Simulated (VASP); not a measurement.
# Pb: single point with LDA

Pb:

```
Pb
1.0
    -1.93670    1.93670    1.93670
     1.93670   -1.93670    1.93670
     1.93670    1.93670   -1.93670
Pb
1
Direct
  0.00000 0.00000 0.00000
```

This isn't the form of Pb at room conditions, which is fcc.

```
Program             : VASP 6.6.1
Task                : single point
Functional          : LDA
Potentials or basis : VASP PAW LDA potentials, release 64 (Pb_d)
Cutoff              : 520 eV
k mesh              : 15 × 15 × 15
Occupations         : fermi-dirac, width 0.05 eV
Spin                : non-collinear spin, zero start, spin-orbit coupling
Starting moments    : [[0.0, 0.0, 0.0]] μB
```

```yaml
Pressure: 0.1 GPa
Net_moment: 0.00 μB per cell
Valence_electrons_inside_the_program's_atomic_spheres: Pb 12.00
```

Moments on the atoms (μB; x, y, z):
```
Pb  0.00 0.00 0.00
```

It took 100 s on 1 thread of Intel(R) Xeon(R) Platinum 8488C (Sapphire Rapids), with other jobs on the host, peak memory 0.28 GiB.
